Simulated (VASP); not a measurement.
# InSe in VASP: further runs

Runs on InSe. Level: PBE+D3(BJ). Tasks: single point.

Program: VASP 6.6.1. These are calculated values, not measurements. Logs are shortened: lines on timing, memory, paths and dates and some standing lists are left out, and cuts for length are marked.

## Step 1: The cell of the first run

The cell holds a slab with vacuum, 8 atoms: a = 4.027 Å, b = 4.027 Å, c = 28.271 Å, α = 90.00°, β = 90.00°, γ = 120.00°.

## Step 2: Single point, PBE+D3(BJ) (layers slid over each other)

Contents of INCAR:

```
PREC = Accurate
ENCUT = 520
EDIFF = 1E-6
ISMEAR = 0
SIGMA = 0.05
LREAL = F
LASPH = T
NELM = 60
ALGO = Normal
ISIF = 2
LWAVE = F
LCHARG = F
LDIPOL = T
IDIPOL = 3
DIPOL = 0.5 0.5 0.413
GGA = PE
IVDW = 12
NBANDS = 48
```

Contents of KPOINTS:

```
Automatic mesh
0
Gamma
  9 9 1
```

Contents of POSCAR:

```
InSe
1.0
    4.0266103653      0.0000000000      0.0000000000
   -2.0133051827      3.4871468675      0.0000000000
    0.0000000000      0.0000000000     28.2707107737
Se In
4 4
Direct
    0.0000000000      0.0000000000      0.1591753400
    0.0000000000      0.0000000000      0.3496677344
    0.3333333333      0.6666666667      0.4755931145
    0.3333333333      0.6666666667      0.6660855089
    0.6666666667      0.3333333333      0.2049979902
    0.6666666667      0.3333333333      0.3038451596
    1.0000000000      1.0000000000      0.5214157648
    1.0000000000      1.0000000000      0.6202629341
```

Potentials or basis: VASP PAW PBE potentials, release 64 (Se, In_d).

The run is started by

```bash
$ cat potpaw_PBE.64/Se/POTCAR potpaw_PBE.64/In_d/POTCAR > POTCAR
$ mpirun -np 1 vasp_std > vasp.out
```

OUTCAR:

```text
PREC = Accurate
   ENCUT = 520
   EDIFF = 1E-6
   ISMEAR = 0
   LREAL = F
   LASPH = T
   NELM = 60
   ISIF = 2
   GGA = PE
   IVDW = 12
 IVDW          = 12

 ion  position               nearest neighbor table
   1  0.000  0.000  0.159-   5 2.66   5 2.66   5 2.66
   2  0.000  0.000  0.350-   6 2.66   6 2.66   6 2.66
   3  0.333  0.667  0.476-   7 2.66   7 2.66   7 2.66
   4  0.333  0.667  0.666-   8 2.66   8 2.66   8 2.66
   5  0.667  0.333  0.205-   1 2.66   1 2.66   1 2.66   6 2.79
   6  0.667  0.333  0.304-   2 2.66   2 2.66   2 2.66   5 2.79
   7  0.000  0.000  0.521-   3 2.66   3 2.66   3 2.66   8 2.79
   8  0.000  0.000  0.620-   4 2.66   4 2.66   4 2.66   7 2.79

  LATTYP: Found a hexagonal cell.
 ALAT       =     4.0266103653
 C/A-ratio  =     7.0209700490

  Lattice vectors:

 A1 = (   4.0266103653,   0.0000000000,   0.0000000000)
 A2 = (  -2.0133051827,   3.4871468675,   0.0000000000)
 A3 = (   0.0000000000,   0.0000000000,  28.2707107737)

Analysis of symmetry for initial positions (statically):
=====================================================================
 Subroutine PRICEL returns:
 Original cell was already a primitive cell.

 Routine SETGRP: Setting up the symmetry group for a
 hexagonal supercell.

 Subroutine GETGRP returns: Found  6 space group operations
 (whereof  6 operations were pure point group operations)
 out of a pool of 24 trial point group operations.

The static configuration has the point symmetry C_3v.

Analysis of symmetry for dynamics (positions and initial velocities):
=====================================================================
 Subroutine PRICEL returns:
 Original cell was already a primitive cell.

 Routine SETGRP: Setting up the symmetry group for a
 hexagonal supercell.

 Subroutine GETGRP returns: Found  6 space group operations
 (whereof  6 operations were pure point group operations)
 out of a pool of 24 trial point group operations.

The dynamic configuration has the point symmetry C_3v.

 Subroutine INISYM returns: Found  6 space group operations
 (whereof  6 operations are pure point group operations),
 and found     1 'primitive' translations

----------------------------------------------------------------------------------------

                                     Primitive cell

  volume of cell :     396.9598

  direct lattice vectors                    reciprocal lattice vectors
     4.026610365  0.000000000  0.000000000     0.248347843  0.143383694  0.000000000
    -2.013305183  3.487146867  0.000000000     0.000000000  0.286767388  0.000000000
     0.000000000  0.000000000 28.270710774     0.000000000  0.000000000  0.035372298

  length of vectors
     4.026610365  4.026610365 28.270710774     0.286767388  0.286767388  0.035372298

  position of ions in fractional coordinates (direct lattice)
     0.000000000  0.000000000  0.159175340
     0.000000000  0.000000000  0.349667734
     0.333333333  0.666666667  0.475593115
     0.333333333  0.666666667  0.666085509
     0.666666667  0.333333333  0.204997990
     0.666666667  0.333333333  0.303845160
     0.000000000  0.000000000  0.521415765
     0.000000000  0.000000000  0.620262934

  ion indices of the primitive-cell ions
   primitive index   ion index
                 1           1
                 2           2
                 3           3
                 4           4
                 5           5
                 6           6
                 7           7
                 8           8

----------------------------------------------------------------------------------------

 KPOINTS: Automatic mesh

Automatic generation of k-mesh.
 Grid dimensions read from file:
 generate k-points for:    9    9    1

 Generating k-lattice:

  Cartesian coordinates                     Fractional coordinates (reciprocal lattice)
     0.027594205  0.015931522  0.000000000     0.111111111  0.000000000  0.000000000
     0.000000000  0.031863043  0.000000000     0.000000000  0.111111111  0.000000000
     0.000000000  0.000000000  0.035372298     0.000000000  0.000000000  1.000000000

  Length of vectors
     0.031863043  0.031863043  0.035372298

  Shift w.r.t. Gamma in fractional coordinates (k-lattice)
     0.000000000  0.000000000  0.000000000

 Subroutine IBZKPT returns following result:
 ===========================================

 Found     12 irreducible k-points:

 Following reciprocal coordinates:
            Coordinates               Weight
  0.000000  0.000000  0.000000      1.000000
  0.111111  0.000000  0.000000      6.000000
  0.222222 -0.000000  0.000000      6.000000
  0.333333  0.000000  0.000000      6.000000
  0.444444 -0.000000  0.000000      6.000000
  0.111111  0.111111  0.000000      6.000000
  0.222222  0.111111  0.000000     12.000000
  0.333333  0.111111  0.000000     12.000000
  0.444444  0.111111  0.000000      6.000000
  0.222222  0.222222  0.000000      6.000000
  0.333333  0.222222  0.000000     12.000000
  0.333333  0.333333  0.000000      2.000000
   k-points           NKPTS =     12   k-points in BZ     NKDIM =     12   number of bands    NBANDS=     48
   number of dos      NEDOS =    301   number of ions     NIONS =      8
   total plane-waves  NPLWV = 189000
   dimension x,y,z NGX =    30 NGY =   30 NGZ =  210
   dimension x,y,z NGXF=    60 NGYF=   60 NGZF=  420
   ions per type =               4   4
   NGX,Y,Z   is equivalent  to a cutoff of  12.39, 12.39, 12.35 a.u.
   NGXF,Y,Z  is equivalent  to a cutoff of  24.77, 24.77, 24.70 a.u.
 SYSTEM =  unknown system
   PREC   = accura    normal or accurate (medium, high low for compatibility)
   ISTART =      0    job   : 0-new  1-cont  2-samecut
   ICHARG =      2    charge: 1-file 2-atom 10-const
   ISPIN  =      1    spin polarized calculation?
   LNONCOLLINEAR =      F non collinear calculations
   LSORBIT =      F    spin-orbit coupling
   LASPH  =      T    aspherical Exc in radial PAW
   ENCUT  =  520.0 eV  38.22 Ry    6.18 a.u.   7.49  7.49 52.56*2*pi/ulx,y,z
   NELM   =     60;   NELMIN=  2; NELMDL= -5     # of ELM steps
   EDIFF  = 0.1E-05   stopping-criterion for ELM
   LREAL  =      F    real-space projection
   EDIFFG = 0.1E-04   stopping-criterion for IOM
   NSW    =      0    number of steps for IOM
   IBRION =     -1    ionic relax: 0-MD 1-quasi-New 2-CG
   NFREE  =      0    steps in history (QN), initial steepest desc. (CG)
   ISIF   =      2    stress and relaxation
   ISYM   =      2    0-nonsym 1-usesym 2-fastsym
   POTIM  = 0.5000    time-step for ionic-motion
   TEBEG  =    0.0;   TEEND  =   0.0 temperature during run
   PSTRESS=    0.0 pullay stress
   NELECT =      76.0000    total number of electrons
   NUPDOWN=      -1.0000    fix difference up-down
   EMIN   =  10.00;   EMAX   =-10.00  energy-range for DOS
   EFERMI =   0.00;   METHOD = LEGACY
   ISMEAR =     0;   SIGMA  =   0.05  broadening in eV -4-tet -1-fermi 0-gaus
   EFERMI_NEDOS =   21; number of points for ismear=-14 and -15
   IALGO  =     38    algorithm
   IMIX   =      4    mixing-type and parameters
     AMIX     =   0.40;   BMIX     =  1.00
     AMIX_MAG =   1.60;   BMIX_MAG =  1.00
  volume/ion in A,a.u.               =      49.62       334.85
  Fermi-wavevector in a.u.,A,eV,Ry     =   0.943548  1.783047 12.113024  0.890282
  Thomas-Fermi vector in A             =   2.071266
   LORBIT       =      0    0 simple, 1 ext, 2 COOP (PROOUT), +10 PAW based schemes
   GGA     = PE    functional components
   LHFCALC =     F    Hartree Fock is set to
   AEXX    =    0.0000 exact exchange contribution
   IVDW    =    12    specifies the selected vdW correction
   LEPSILON=     F    determine dielectric tensor
   LRPA    =     F    only Hartree local field effects (RPA)
 non-spin polarized calculation
 Gauss-broadening in eV      SIGMA  =   0.05
  energy-cutoff  :      520.00
  volume of cell :      396.96
 maximum number of plane-waves:     10749
 NGX is ok and might be reduce to    30
   NGX = 15   NGY = 15   NGZ =105

 dipolmoment           0.000000      0.000000     -0.000211 electrons x Angstroem

 number of electron      75.9999998 magnetization

 dipolmoment           0.000000      0.000000      0.000150 electrons x Angstroem

 Free energy of the ion-electron system (eV)
  ---------------------------------------------------
  ext. energy  EPLUGINS =         0.00000000
  ---------------------------------------------------
  free energy    TOTEN  =       -28.40673625 eV

  energy without entropy =      -28.40673625  energy(sigma->0) =      -28.40673625

 E-fermi :  -0.0655     XC(G=0):  -5.6892

 val. band max:       -0.2917047352   @ k =   0.1111   0.0000   0.0000
 cond. band min:       0.9493236073   @ k =   0.0000   0.0000   0.0000
 fundamental gap:      1.2410283424
 Fermi energy:        -0.0654643443

 k-point     1 :       0.0000    0.0000    0.0000
  band No.  band energies     occupation
      1     -14.5187      2.00000
      2     -14.5173      2.00000
      3     -14.3353      2.00000
      4     -14.3353      2.00000
      5     -14.3339      2.00000
      6     -14.3339      2.00000
[... 40 lines left out ...]
     47       5.0255      0.00000
     48       5.2015      0.00000

 k-point     2 :       0.1111    0.0000    0.0000
  band No.  band energies     occupation
      1     -14.5181      2.00000
      2     -14.5166      2.00000
      3     -14.3751      2.00000
      4     -14.3734      2.00000
      5     -14.3335      2.00000
      6     -14.3321      2.00000
[... 40 lines left out ...]
     47       5.0936      0.00000
     48       5.1860      0.00000

 k-point     3 :       0.2222   -0.0000    0.0000
  band No.  band energies     occupation
      1     -14.5305      2.00000
      2     -14.5289      2.00000
      3     -14.4434      2.00000
      4     -14.4413      2.00000
      5     -14.3901      2.00000
      6     -14.3876      2.00000
[... 40 lines left out ...]
     47       4.8099      0.00000
     48       4.8469      0.00000

 k-point     4 :       0.3333    0.0000    0.0000
  band No.  band energies     occupation
      1     -14.5826      2.00000
      2     -14.5804      2.00000
      3     -14.4728      2.00000
      4     -14.4702      2.00000
      5     -14.4631      2.00000
      6     -14.4616      2.00000
[... 346 lines left out ...]
     47       5.0992      0.00000
     48       5.1449      0.00000

 k-point    11 :       0.3333    0.2222    0.0000
  band No.  band energies     occupation
      1     -14.6232      2.00000
      2     -14.6215      2.00000
      3     -14.5252      2.00000
      4     -14.5235      2.00000
      5     -14.4618      2.00000
      6     -14.4603      2.00000
[... 40 lines left out ...]
     47       5.2901      0.00000
     48       5.3174      0.00000

 k-point    12 :       0.3333    0.3333    0.0000
  band No.  band energies     occupation
      1     -14.6275      2.00000
      2     -14.6260      2.00000
      3     -14.5321      2.00000
      4     -14.5307      2.00000
      5     -14.4610      2.00000
      6     -14.4595      2.00000
[... 40 lines left out ...]
     47       5.9045      0.00000
     48       5.9047      0.00000

------------------------ aborting loop because EDIFF is reached ----------------------------------------

 vacuum level on the upper side and lower side of the slab       (xc-potential included)        -0.149        -0.151

 Edisp (eV)   -1.98894

 E8    (eV) :    -0.9327

  FORCE on cell =-STRESS in cart. coord.  units (eV):
  Direction    XX          YY          ZZ          XY          YZ          ZX
  --------------------------------------------------------------------------------------
  -------------------------------------------------------------------------------------
  Total      -0.06501    -0.06501    -0.52637     0.00000     0.00000     0.00000
  in kB      -0.26240    -0.26240    -2.12451     0.00000     0.00000     0.00000
  external pressure =       -0.88 kB  Pullay stress =        0.00 kB

 VOLUME and BASIS-vectors are now :
 -----------------------------------------------------------------------------
  energy-cutoff  :      520.00
  volume of cell :      396.96
      direct lattice vectors                 reciprocal lattice vectors
     4.026610365  0.000000000  0.000000000     0.248347843  0.143383694  0.000000000
    -2.013305183  3.487146867  0.000000000     0.000000000  0.286767388  0.000000000
     0.000000000  0.000000000 28.270710774     0.000000000  0.000000000  0.035372298

 POSITION                                       TOTAL-FORCE (eV/Angst)
 -----------------------------------------------------------------------------------
      0.00000      0.00000      4.50000         0.000000     -0.000000     -0.012190
      0.00000      0.00000      9.88536         0.000000     -0.000000      0.079758
     -0.00000      2.32476     13.44536        -0.000000      0.000000     -0.081345
     -0.00000      2.32476     18.83071         0.000000      0.000000      0.011873
      2.01331      1.16238      5.79544        -0.000000     -0.000000      0.015053
      2.01331      1.16238      8.58992        -0.000000     -0.000000      0.028458
      0.00000      0.00000     14.74079         0.000000     -0.000000     -0.026383
      0.00000      0.00000     17.53527        -0.000000      0.000000     -0.015225
 -----------------------------------------------------------------------------------
    total drift:                               -0.000000      0.000000     -0.000139

  FREE ENERGIE OF THE ION-ELECTRON SYSTEM (eV)
  ---------------------------------------------------
  free  energy   TOTEN  =       -30.3956802851 eV

  energy  without entropy=      -30.3956802851  energy(sigma->0) =      -30.39568029

 vacuum level on the upper side and lower side of the slab         5.359         5.357
```

Wall time 7.5 min (1 thread of Intel Xeon Platinum 8488C (Sapphire Rapids), shared host); peak memory 0.51 GiB.

Results:

```yaml
Free_energy: -30.3957 eV
Largest_force: 0.081 eV/Å
Band_gap_on_the_k_mesh: 1.24 eV (least direct gap 1.28 eV)
Dispersion_energy_per_atom: -0.249 eV
```

Forces on the atoms (eV/Å):
```
Se   0.000  0.000 -0.012
Se   0.000  0.000  0.080
Se   0.000  0.000 -0.081
Se   0.000  0.000  0.012
In   0.000  0.000  0.015
In   0.000  0.000  0.028
In   0.000  0.000 -0.026
In   0.000  0.000 -0.015
```

Caveat: the cell differs from its parent crystal (layers slid over each other); spin-orbit coupling is left out, which moves the levels of the heavy elements.

## Step 3: Single point, PBE+D3(BJ)

Contents of INCAR:

```
SYSTEM = InSe
PREC = Accurate
ENCUT = 520
EDIFF = 1E-6
ISMEAR = 0
SIGMA = 0.05
LREAL = .FALSE.
LASPH = .TRUE.
NELM = 100
ALGO = Normal
ISIF = 2
LWAVE = .FALSE.
LCHARG = .TRUE.
LDIPOL = .TRUE.
IDIPOL = 3
DIPOL = 0.5 0.5 0.413
GGA = PE
IVDW = 12
LELF = .TRUE.
LVHAR = .TRUE.
LVACPOTAV = .TRUE.
NBANDS = 48
```

Contents of KPOINTS:

```
regular mesh
0
G
  9 9 1
  0 0 0
```

POSCAR is that of step 2.

Potentials or basis: VASP PAW PBE potentials, release 64 (Se, In_d).

The run is started by

```bash
$ cat potpaw_PBE.64/Se/POTCAR potpaw_PBE.64/In_d/POTCAR > POTCAR
$ mpirun -np 1 vasp_std > vasp.out
```

It took 8.3 min on 1 thread of Intel Xeon Platinum 8488C (Sapphire Rapids), shared host; peak memory 0.51 GiB.

It converged, with:

- Free energy: -30.3957 eV
- Largest force: 0.081 eV/Å
- Band gap on the k mesh: 1.24 eV (least direct gap 1.28 eV)
- Dispersion energy per atom: -0.249 eV

Forces in eV/Å, atoms in the order of the input:
```
Se   0.000  0.000 -0.012
Se   0.000  0.000  0.080
Se   0.000  0.000 -0.081
Se   0.000  0.000  0.012
In   0.000  0.000  0.015
In   0.000  0.000  0.028
In   0.000  0.000 -0.026
In   0.000  0.000 -0.015
```

Levels at points of the mesh, in eV from the valence-band top:
```csv
k point,band 35,band 36,band 37,band 38,band 39,band 40,band 41,band 42
"(0.00, 0.00, 0.00)",-0.58,-0.58,-0.55,-0.04,1.24,1.70,2.62,2.66
```

Caveat: spin-orbit coupling is left out, which moves the levels of the heavy elements.
